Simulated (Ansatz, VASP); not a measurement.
# Two plane-wave programs on SnO2

```
Sn O
1.0
    -1.98495    1.98495    5.08770
     1.98495   -1.98495    5.08770
     1.98495    1.98495   -5.08770
Sn O
2 4
Direct
  0.75000 0.25000 0.50000
  0.00000 0.00000 0.00000
  0.79700 0.79700 0.00000
  0.95300 0.45300 0.50000
  0.20300 0.20300 0.00000
  0.54700 0.04700 0.50000
```

Alike in both runs: functional LDA; k mesh 10 × 10 × 10; occupations gaussian, width 0.05 eV; no spin polarisation.

Ansatz relaxed the structure, and its values are those at the end. VASP's run is a single point on that final structure, the one shown.

```csv
,VASP,Ansatz
version,VASP 6.6.1,Ansatz 0.2.0
potentials or method,"VASP PAW LDA potentials, release 64 (Sn_d, O), cutoff 520 eV","scalar-relativistic, plane waves, PAW"
valence electrons in the cell,52,52
```

VASP gave:

```
gap on the k mesh at the Fermi level (eV) : 1.78
least direct gap on the mesh (eV)         : 2.18
pressure (GPa)                            : 1.2
rms of the force components (eV/Å)        : 0.023
```

Question: What did Ansatz give for the same quantities?

Answer: gap on the k mesh at the Fermi level (eV): 1.76; least direct gap on the mesh (eV): 2.15; pressure (GPa): 0.0; rms of the force components (eV/Å): 0.000.

Ansatz warns that its potentials were made for another functional, while VASP's fit it. LDA's correlation is that of Perdew and Zunger in VASP and of Perdew and Wang (1992) in Ansatz. Ansatz's warnings: stress scf threshold loose.
